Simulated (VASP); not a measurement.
# CuO in VASP: notebook

CuO is run at these levels: PBEsol; tasks: single point.

Program: VASP 6.6.1. These are calculated values, not measurements. Logs are shortened: lines on timing, memory, paths and dates and some standing lists are left out, and cuts for length are marked.

## Step 1: The cell of the first run

The structure is monoclinic, space group Cc (No. 9). The conventional cell has a = 4.689 Å, b = 3.427 Å, c = 5.132 Å, α = 90.00°, β = 99.65°, γ = 90.00°. Cu (site symmetry 1) has 4 O at 1.91 to 2.02 Å within 2.5 Å. O (site symmetry 1) has 4 Cu at 1.91 to 2.02 Å within 2.5 Å.

## Step 2: Single point, PBEsol

INCAR

```
PREC     = Accurate       # precision mode
ENCUT    = 520            # plane-wave cutoff, eV
EDIFF    = 1E-7           # SCF threshold, eV
ISMEAR   = 0              # smearing method
SIGMA    = 0.05           # smearing width, eV
LREAL    = F              # projectors in reciprocal space
LASPH    = T              # aspherical terms in the spheres
NELM     = 80             # most SCF steps
ALGO     = Normal         # electronic algorithm
ISIF     = 2              # what is computed and relaxed
LWAVE    = F              # write WAVECAR
LCHARG   = T              # write CHGCAR
GGA      = PS             # functional
LELF     = T              # ELF
LVHAR    = T            
NBANDS   = 25             # bands
```

KPOINTS

```
Automatic mesh
0
Gamma
  16 16 8
```

POSCAR

```
CuO
1.0
    2.3446500000     -1.7134000000      0.0000000000
    2.3446500000      1.7134000000      0.0000000000
   -0.8605500000      0.0000000000      5.0594400000
Cu O
2 2
Direct
    0.0032000000      0.4968000000      0.0000000000
    0.4968000000      0.0032000000      0.5000000000
    0.5714000000      0.4056000000      0.2537000000
    0.4056000000      0.5714000000      0.7537000000
```

Potentials or basis: VASP PAW PBE potentials, release 64 (Cu, O).

Command:

```sh
cat potpaw_PBE.64/Cu/POTCAR potpaw_PBE.64/O/POTCAR > POTCAR
mpirun -np 1 vasp_std > vasp.out
```

OUTCAR:

```text
PREC = Accurate
   ENCUT = 520
   EDIFF = 1E-7
   ISMEAR = 0
   LREAL = F
   LASPH = T
   NELM = 80
   ISIF = 2
   GGA = PS

 ion  position               nearest neighbor table
   1  0.003  0.497  0.000-   4 1.91   3 1.93   4 1.98   3 2.02
   2  0.497  0.003  0.500-   3 1.91   4 1.93   3 1.98   4 2.02
   3  0.571  0.406  0.254-   2 1.91   1 1.93   2 1.98   1 2.02
   4  0.406  0.571  0.754-   1 1.91   2 1.93   1 1.98   2 2.02

  LATTYP: Found a base centered monoclinic cell.
 ALAT       =     4.6893000000
 B/A-ratio  =     0.7307700510
 C/A-ratio  =     1.0944283424
 COS(beta)  =    -0.1676798048

  Lattice vectors:

 A1 = (   2.3446500000,  -1.7134000000,   0.0000000000)
 A2 = (   2.3446500000,   1.7134000000,   0.0000000000)
 A3 = (  -0.8605500000,   0.0000000000,   5.0594400000)

Analysis of symmetry for initial positions (statically):
=====================================================================
 Subroutine PRICEL returns:
 Original cell was already a primitive cell.

 Routine SETGRP: Setting up the symmetry group for a
 base centered monoclinic supercell.

 Subroutine GETGRP returns: Found  2 space group operations
 (whereof  1 operations were pure point group operations)
 out of a pool of  4 trial point group operations.

The static configuration has the point symmetry C_1 .
 The point group associated with its full space group is C_1h.

Analysis of symmetry for dynamics (positions and initial velocities):
=====================================================================
 Subroutine PRICEL returns:
 Original cell was already a primitive cell.

 Routine SETGRP: Setting up the symmetry group for a
 base centered monoclinic supercell.

 Subroutine GETGRP returns: Found  2 space group operations
 (whereof  1 operations were pure point group operations)
 out of a pool of  4 trial point group operations.

The dynamic configuration has the point symmetry C_1 .
 The point group associated with its full space group is C_1h.

 Subroutine INISYM returns: Found  2 space group operations
 (whereof  1 operations are pure point group operations),
 and found     1 'primitive' translations

----------------------------------------------------------------------------------------

                                     Primitive cell

  volume of cell :      40.6508

  direct lattice vectors                    reciprocal lattice vectors
     2.344650000 -1.713400000  0.000000000     0.213251445 -0.291817439  0.036271510
     2.344650000  1.713400000  0.000000000     0.213251445  0.291817439  0.036271510
    -0.860550000  0.000000000  5.059440000     0.000000000  0.000000000  0.197650333

  length of vectors
     2.903984019  2.903984019  5.132102826     0.363248151  0.363248151  0.197650333

  position of ions in fractional coordinates (direct lattice)
     0.003200000  0.496800000  0.000000000
     0.496800000  0.003200000  0.500000000
     0.571400000  0.405600000  0.253700000
     0.405600000  0.571400000  0.753700000

  ion indices of the primitive-cell ions
   primitive index   ion index
                 1           1
                 2           2
                 3           3
                 4           4

----------------------------------------------------------------------------------------

 KPOINTS: Automatic mesh

Automatic generation of k-mesh.
 Grid dimensions read from file:
 generate k-points for:   16   16    8

 Generating k-lattice:

  Cartesian coordinates                     Fractional coordinates (reciprocal lattice)
     0.013328215 -0.018238590  0.002266969     0.062500000 -0.000000000  0.000000000
     0.013328215  0.018238590  0.002266969    -0.000000000  0.062500000  0.000000000
     0.000000000  0.000000000  0.024706292     0.000000000  0.000000000  0.125000000

  Length of vectors
     0.022703009  0.022703009  0.024706292

  Shift w.r.t. Gamma in fractional coordinates (k-lattice)
     0.000000000  0.000000000  0.000000000

 Subroutine IBZKPT returns following result:
 ===========================================

 Found    554 irreducible k-points:

 Following reciprocal coordinates:
            Coordinates               Weight
  0.000000  0.000000  0.000000      1.000000
  0.062500  0.000000  0.000000      4.000000
  0.125000  0.000000  0.000000      4.000000
  0.187500  0.000000 -0.000000      4.000000
  0.250000  0.000000  0.000000      4.000000
  0.312500  0.000000  0.000000      4.000000
[... 16 lines left out ...]
 -0.125000  0.062500  0.000000      4.000000
 -0.062500  0.062500  0.000000      2.000000
 [... further k-points ...]
   k-points           NKPTS =    554   k-points in BZ     NKDIM =    554   number of bands    NBANDS=     25
   number of dos      NEDOS =    301   number of ions     NIONS =      4
   total plane-waves  NPLWV =  23040
   dimension x,y,z NGX =    24 NGY =   24 NGZ =   40
   dimension x,y,z NGXF=    48 NGYF=   48 NGZF=   80
   ions per type =               2   2
[... 69 lines left out ...]
  band No.  band energies     occupation
      1     -14.3318      2.00000
      2     -12.9861      2.00000
      3      -2.6743      2.00000
      4      -0.0468      2.00000
      5       0.3184      2.00000
      6       2.1253      2.00000
[... 17 lines left out ...]
     24      21.7229      0.00000
     25      22.1117      0.00000

 k-point     2 :       0.0625    0.0000    0.0000
  band No.  band energies     occupation
      1     -14.3047      2.00000
      2     -12.9773      2.00000
      3      -2.6304      2.00000
      4      -0.0536      2.00000
      5       0.3067      2.00000
      6       1.7495      2.00000
[... 17 lines left out ...]
     24      21.5501      0.00000
     25      22.3044      0.00000

 k-point     3 :       0.1250    0.0000    0.0000
  band No.  band energies     occupation
      1     -14.2261      2.00000
      2     -12.9522      2.00000
      3      -2.5041      2.00000
      4      -0.0775      2.00000
      5       0.2776      2.00000
      6       1.1227      2.00000
[... 17 lines left out ...]
     24      21.0706      0.00000
     25      22.1776      0.00000

 k-point     4 :       0.1875    0.0000   -0.0000
  band No.  band energies     occupation
      1     -14.1051      2.00000
      2     -12.9142      2.00000
      3      -2.3116      2.00000
      4      -0.1234      2.00000
      5       0.2076      2.00000
      6       0.4783      2.00000
[... 17 lines left out ...]
     24      20.5390      0.00000
     25      21.8892      0.00000

 k-point     5 :       0.2500    0.0000    0.0000
  band No.  band energies     occupation
      1     -13.9565      2.00000
      2     -12.8691      2.00000
      3      -2.0806      2.00000
      4      -0.3097      2.00000
      5      -0.1647      2.00000
      6       0.2976      2.00000
[... 17 lines left out ...]
     24      19.8557      0.00000
     25      21.6348      0.00000

 k-point     6 :       0.3125    0.0000    0.0000
  band No.  band energies     occupation
      1     -13.8008      2.00000
      2     -12.8237      2.00000
      3      -1.8490      2.00000
      4      -0.8856      2.00000
      5      -0.2201      2.00000
      6       0.2897      2.00000
[... 17 lines left out ...]
     24      19.1655      0.00000
     25      21.3901      0.00000
[... 393 lines left out ...]
 k-point    21 :      -0.2500    0.0625    0.0000
  band No.  band energies     occupation
      1     -13.9025      2.00000
      2     -12.8477      2.00000
      3      -1.9994      2.00000
      4      -0.4141      2.00000
      5      -0.2133      2.00000
      6       0.2233      2.00000
[... 17 lines left out ...]
     24      19.3866      0.00000
     25      20.9437      0.00000

 k-point    22 :      -0.1875    0.0625    0.0000
  band No.  band energies     occupation
      1     -14.0528      2.00000
      2     -12.8931      2.00000
      3      -2.2319      2.00000
      4      -0.1638      2.00000
      5       0.1472      2.00000
      6       0.3147      2.00000
[... 17 lines left out ...]
     24      19.8956      0.00000
     25      21.3005      0.00000

 k-point    23 :      -0.1250    0.0625    0.0000
  band No.  band energies     occupation
      1     -14.1796      2.00000
      2     -12.9335      2.00000
      3      -2.4323      2.00000
      4      -0.1097      2.00000
      5       0.2383      2.00000
      6       0.8889      2.00000
[... 17 lines left out ...]
     24      20.2929      0.00000
     25      21.7757      0.00000

 k-point    24 :      -0.0625    0.0625    0.0000
  band No.  band energies     occupation
      1     -14.2669      2.00000
      2     -12.9630      2.00000
      3      -2.5712      2.00000
      4      -0.0747      2.00000
      5       0.2804      2.00000
      6       1.4240      2.00000
[... 17 lines left out ...]
     24      20.8603      0.00000
     25      22.2524      0.00000

 [... further k-points ...]

------------------------ aborting loop because EDIFF is reached ----------------------------------------

  FORCE on cell =-STRESS in cart. coord.  units (eV):
  Direction    XX          YY          ZZ          XY          YZ          ZX
  --------------------------------------------------------------------------------------
  -------------------------------------------------------------------------------------
  Total       -0.6150938     -0.0365717     -0.9142277      0.0000000      0.0000000     -0.2885002
  in kB      -24.2427948     -1.4414069    -36.0326109      0.0000000      0.0000000    -11.3707058
  external PRESSURE =     -20.5722709 kB  Pullay stress =       0.0000000 kB

 VOLUME and BASIS-vectors are now :
 -----------------------------------------------------------------------------
  energy-cutoff  :      520.00
  volume of cell :       40.65
      direct lattice vectors                 reciprocal lattice vectors
     2.344650000 -1.713400000  0.000000000     0.213251445 -0.291817439  0.036271510
     2.344650000  1.713400000  0.000000000     0.213251445  0.291817439  0.036271510
    -0.860550000  0.000000000  5.059440000     0.000000000  0.000000000  0.197650333

 POSITION                                       TOTAL-FORCE (eV/Angst)
 -----------------------------------------------------------------------------------
      1.17233      0.84573      0.00000        -0.615042      0.335944      0.236364
      0.74205     -0.84573      2.52972        -0.615042     -0.335944      0.236364
      2.07240     -0.28408      1.28358         0.615042      0.369937     -0.236364
      1.64213      0.28408      3.81330         0.615042     -0.369937     -0.236364
 -----------------------------------------------------------------------------------
    total drift:                               -0.000124      0.000000     -0.000542

  FREE ENERGIE OF THE ION-ELECTRON SYSTEM (eV)
  ---------------------------------------------------
  free  energy   TOTEN  =       -21.2975162283 eV

  energy  without entropy=      -21.2945768380  energy(sigma->0) =      -21.29604653
```

Wall time 5.5 min (1 thread of AMD EPYC 9R45 (Zen 5), shared host); peak memory 0.51 GiB.

What came out:

```yaml
Free_energy: -21.2975 eV
Pressure: -2.1 GPa
Largest_force: 0.756 eV/Å
Band_gap_on_the_k_mesh: zero (bands 17 and 18 overlap by 0.73 eV)
```

Forces on the atoms (eV/Å):
```
Cu  -0.615  0.336  0.236
Cu  -0.615 -0.336  0.236
O    0.615  0.370 -0.236
O    0.615 -0.370 -0.236
```

Stress tensor (GPa, compression positive):
```
-2.42  0.00 -1.14
 0.00 -0.14  0.00
-1.14  0.00 -3.60
```

Caveat: the PAW data sets were made with another functional, which shifts forces and pressure a little; semilocal functionals often make such compounds metallic where correlation or magnetic order opens a gap, which also shifts bond lengths.

## Step 3: Single point, PBEsol

INCAR

```
  PREC = Accurate
  ENCUT = 520
  EDIFF = 1E-6
  ISMEAR = 0
  SIGMA = 0.2
  LREAL = F
  LASPH = T
  NELM = 80
  ALGO = Normal
  ISIF = 2
  LWAVE = F
  LCHARG = T
  GGA = PS
  LELF = T
  LVHAR = T
  NBANDS = 25
```

KPOINTS

```
regular mesh
0
Gamma
  16 16 8
```

POSCAR is that of step 2.

Potentials or basis: VASP PAW PBE potentials, release 64 (Cu, O).

Command:

```sh
cat potpaw_PBE.64/Cu/POTCAR potpaw_PBE.64/O/POTCAR > POTCAR
mpirun -np 1 vasp_std > vasp.out
```

It took 5.1 min on 1 thread of AMD EPYC 9R45 (Zen 5), shared host; peak memory 0.51 GiB.

Results (log left out):

```
Free energy            : -21.3182 eV
Pressure               : -2.0 GPa
Largest force          : 0.758 eV/Å
Band gap on the k mesh : zero (bands 17 and 18 overlap by 0.74 eV)
```

Forces in eV/Å, atoms in the order of the input:
```
Cu  -0.618  0.333  0.238
Cu  -0.618 -0.333  0.238
O    0.618  0.369 -0.238
O    0.618 -0.369 -0.238
```

Stress tensor (GPa, compression positive):
```
-2.37  0.00 -1.05
 0.00 -0.10  0.00
-1.05  0.00 -3.43
```

Levels at points of the mesh, in eV from the Fermi level:
| k point | band 15 | band 16 | band 17 | band 18 | band 19 | band 20 |
| --- | --- | --- | --- | --- | --- | --- |
| (0.00, 0.00, 0.00) | -2.12 | -1.63 | 0.22 | 0.92 | 1.65 | 5.92 |
| (0.50, 0.00, 0.00) | -1.47 | -1.39 | -0.04 | 0.28 | 4.80 | 6.21 |
| (0.50, 0.50, 0.00) | -1.69 | -1.21 | -0.64 | 1.06 | 3.26 | 6.95 |
| (0.00, 0.00, 0.50) | -1.45 | -1.45 | 0.24 | 0.24 | 3.86 | 3.86 |
| (0.50, 0.00, 0.50) | -1.73 | -1.59 | -0.09 | 0.74 | 5.05 | 6.47 |
| (0.50, 0.50, 0.50) | -1.29 | -1.29 | -0.43 | -0.43 | 5.13 | 5.13 |

Caveat: the PAW data sets were made with another functional, which shifts forces and pressure a little; semilocal functionals often make such compounds metallic where correlation or magnetic order opens a gap, which also shifts bond lengths. With open d or f shells a metallic result of PBEsol can be an artefact of self-interaction; +U or a hybrid may open a gap.

## Step 4: Single point, PBEsol

INCAR

```
PREC = Accurate ; ENCUT = 520
EDIFF = 1E-6 ; ISMEAR = 0
SIGMA = 0.5 ; LREAL = False
LASPH = True ; NELM = 60
ALGO = Normal ; ISIF = 2
LWAVE = False ; LCHARG = False
GGA = PS ; NBANDS = 25
```

KPOINTS

```
Automatic mesh
0
Gamma
  16 16 8
```

POSCAR is that of step 3.

Command:

```sh
cat potpaw_PBE.64/Cu/POTCAR potpaw_PBE.64/O/POTCAR > POTCAR
mpirun -np 1 vasp_std > vasp.out
```

It took 5.1 min on 1 thread of AMD EPYC 9R45 (Zen 5), shared host; peak memory 0.51 GiB.

It converged, with:

- Free energy: -21.4342 eV
- Pressure: -1.7 GPa
- Largest force: 0.760 eV/Å
- Band gap on the k mesh: zero (bands 17 and 18 overlap by 0.74 eV)

Forces on the atoms (eV/Å):
```
Cu  -0.631  0.322  0.243
Cu  -0.631 -0.322  0.243
O    0.631  0.348 -0.243
O    0.631 -0.348 -0.243
```

Stress tensor (GPa, compression positive):
```
-2.23  0.00 -0.79
 0.00  0.14  0.00
-0.79  0.00 -2.88
```

Levels at points of the mesh, in eV from the Fermi level:
```tsv
k point	band 15	band 16	band 17	band 18	band 19	band 20
(0.00, 0.00, 0.00)	-2.12	-1.63	0.24	0.94	1.67	5.93
(0.50, 0.00, 0.00)	-1.47	-1.38	-0.03	0.30	4.81	6.23
(0.50, 0.50, 0.00)	-1.69	-1.21	-0.63	1.08	3.27	6.96
(0.00, 0.00, 0.50)	-1.44	-1.44	0.26	0.26	3.88	3.88
(0.50, 0.00, 0.50)	-1.73	-1.59	-0.09	0.76	5.06	6.48
(0.50, 0.50, 0.50)	-1.28	-1.28	-0.42	-0.42	5.14	5.14
```

Caveat: so wide a smearing shifts energies and pressures; the PAW data sets were made with another functional, which shifts forces and pressure a little; semilocal functionals often make such compounds metallic where correlation or magnetic order opens a gap, which also shifts bond lengths. With open d or f shells a metallic result of PBEsol can be an artefact of self-interaction; +U or a hybrid may open a gap.

## Step 5: Single point, PBEsol

This run uses another cell than the first one, of 10.03 Å³/atom.

INCAR

```
  PREC = Accurate
  ENCUT = 820
  EDIFF = 1E-6
  ISMEAR = 0
  SIGMA = 0.1
  LREAL = F
  LASPH = T
  NELM = 120
  ALGO = Normal
  ISIF = 2
  LWAVE = F
  LCHARG = T
  GGA = PS
  LELF = T
  LVHAR = T
  NBANDS = 33
  GGA_COMPAT = F
```

KPOINTS

```
regular mesh
0
Gamma
  6 6 4
```

POSCAR

```
CuO
1.0
    2.3404404522     -1.7107783127     -0.0229301573
    2.3197430003      1.6824555157     -0.0101368612
   -0.8908838133      0.0240860588      5.0786274137
Cu O
2 2
Direct
   -0.0082652229      0.4939545091     -0.0055067082
    0.4909130835     -0.0195801087      0.4987901057
    0.5733962104      0.3983939412      0.2576963426
    0.3918683292      0.5610426818      0.7397132466
```

Potentials or basis: VASP PAW PBE potentials, release 64 (Cu_sv_GW, O).

Command:

```sh
cat potpaw_PBE.64/Cu_sv_GW/POTCAR potpaw_PBE.64/O/POTCAR > POTCAR
mpirun -np 1 vasp_std > vasp.out
```

Run time: 2 min. Hardware: 1 thread of Intel Xeon 6975P-C (Granite Rapids), shared host; peak memory 0.32 GiB.

Results (log left out):

```
Free energy            : -21.4708 eV
Pressure               : -2.1 GPa
Largest force          : 0.769 eV/Å
Band gap on the k mesh : zero (bands 25 and 26 overlap by 0.55 eV)
```

Forces on the atoms (eV/Å):
```
Cu  -0.408  0.120  0.330
Cu  -0.127 -0.024 -0.049
O    0.213  0.287 -0.681
O    0.323 -0.383  0.401
```

Stress tensor (GPa, compression positive):
```
-2.06  1.68 -0.11
 1.68  0.41  2.06
-0.11  2.06 -4.58
```

Levels at points of the mesh, in eV from the Fermi level:
```tsv
k point	band 22	band 23	band 24	band 25	band 26	band 27	band 28	band 29
(0.00, 0.00, 0.00)	-2.14	-2.10	-1.64	0.20	0.95	1.66	5.89	8.13
(0.50, 0.00, 0.00)	-1.60	-1.55	-1.41	-0.05	0.40	4.87	6.26	6.81
(0.00, 0.50, 0.00)	-1.56	-1.39	-1.32	-0.04	0.15	4.56	6.20	7.26
(0.50, 0.50, 0.00)	-2.00	-1.66	-1.19	-0.57	1.09	3.27	6.87	8.43
(0.00, 0.00, 0.50)	-2.14	-1.53	-1.39	0.11	0.40	3.74	4.05	11.07
(0.50, 0.00, 0.50)	-2.03	-1.75	-1.53	-0.06	0.83	5.29	6.09	7.98
(0.00, 0.50, 0.50)	-2.09	-1.69	-1.55	-0.07	0.72	4.73	6.84	8.12
(0.50, 0.50, 0.50)	-1.64	-1.29	-1.21	-0.44	-0.35	5.06	5.24	8.55
```

Caveat: the k points lie up to 0.39 Å⁻¹ apart, too coarse for converged energies and pressures of a metal; the PAW data sets were made with another functional, which shifts forces and pressure a little; semilocal functionals often make such compounds metallic where correlation or magnetic order opens a gap, which also shifts bond lengths. With open d or f shells a metallic result of PBEsol can be an artefact of self-interaction; +U or a hybrid may open a gap.

## Step 6: Summary

| potentials or basis | cell | k mesh | cutoff (eV) | smearing | gap on the mesh (eV) | pressure (GPa) | largest force (eV/Å) |
| --- | --- | --- | --- | --- | --- | --- | --- |
| VASP PAW PBE potentials, release 64 (Cu, O) | a = 2.904, b = 2.904, c = 5.132 Å, angles 97.8, 97.8, 72.3°, 4 atoms, atomic positions A | 16 × 16 × 8 | 520 | gaussian 0.05 eV | none | -2.1 | 0.76 |
| VASP PAW PBE potentials, release 64 (Cu, O) | a = 2.904, b = 2.904, c = 5.132 Å, angles 97.8, 97.8, 72.3°, 4 atoms, atomic positions A | 16 × 16 × 8 | 520 | gaussian 0.2 eV | none | -2.0 | 0.76 |
| VASP PAW PBE potentials, release 64 (Cu, O) | a = 2.904, b = 2.904, c = 5.132 Å, angles 97.8, 97.8, 72.3°, 4 atoms, atomic positions A | 16 × 16 × 8 | 520 | gaussian 0.5 eV | none | -1.7 | 0.76 |
| VASP PAW PBE potentials, release 64 (Cu_sv_GW, O) | a = 2.899, b = 2.866, c = 5.156 Å, angles 98.1, 98.6, 72.1°, 4 atoms, atomic positions B | 6 × 6 × 4 | 820 | gaussian 0.1 eV | none | -2.1 | 0.77 |

Alike in all rows: task single point; level PBEsol; no spin polarisation.

Caveats: some runs use coarse meshes; the PAW data sets were made with another functional, which shifts forces and pressure a little; semilocal functionals often make such compounds metallic where correlation or magnetic order opens a gap, which also shifts bond lengths; so wide a smearing shifts energies and pressures (at least some runs).

Total energies depend on the potentials used, so only differences within one code and one set of settings carry meaning.
